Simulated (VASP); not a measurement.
Runs of VASP 6.6.1 on Mg. The structure is that of space group Fm-3m (No. 225), or close to it. The cells are those of the table. This isn't the form of Mg at room conditions, which is hcp.

| level | cell | k mesh | gap on the mesh (eV) | pressure (GPa) |
| --- | --- | --- | --- | --- |
| r2SCAN | a = 3.231 Å, angles 60.0°, 1 atom | 16 × 16 × 16 | none | -1.9 |
| PBE | a = 3.208, b = 3.232, c = 3.232 Å, angles 59.5, 60.2, 60.2°, 1 atom | 14 × 14 × 14 | none | -0.9 |
| PBE | a = 3.295, b = 3.295, c = 3.228 Å, angles 60.7, 60.7, 61.2°, 1 atom | 14 × 14 × 14 | none | -2.6 |
| PBE | a = 3.295 Å, angles 60.0°, 1 atom | 16 × 16 × 16 | none | -2.8 |
| PBE | a = 3.037, b = 3.042, c = 3.040 Å, angles 60.6, 60.5, 60.2°, 1 atom | 14 × 14 × 14 | none | (b) |
| PBE | a = 3.337, b = 3.313, c = 3.313 Å, angles 60.5, 59.8, 59.8°, 1 atom | 14 × 14 × 14 | none | -3.3 |
| PBEsol | a = 3.211 Å, angles 60.0°, 1 atom | 16 × 16 × 16 | none | (c) |
| PBE | a = 3.058, b = 3.116, c = 3.111 Å, angles 59.0, 59.3, 59.6°, 1 atom | 14 × 14 × 14 | none | (a) |
| PBE | a = 3.091, b = 3.134, c = 3.105 Å, angles 59.7, 59.4, 60.1°, 1 atom | 14 × 14 × 14 | none | 3.8 |
| PBE | a = 3.071, b = 3.071, c = 3.162 Å, angles 61.7, 61.7, 62.3°, 1 atom | 14 × 14 × 14 | none | 2.0 |

Alike in all rows: task single point; potentials or basis VASP PAW PBE potentials, release 64 (Mg); no spin polarisation; cutoff (eV) 520; smearing gaussian 0.1 eV.

Task: Estimate the missing entries.

Result: (a) 5.1; (b) 6.7; (c) -1.2.

Caveats: the cell stands under pressure (at least some runs); the PAW data sets were made with another functional, which shifts forces and pressure a little (at least some runs); the cell stands under tension (at least some runs).

A gap of «none» marks levels without a gap at the run's occupations.
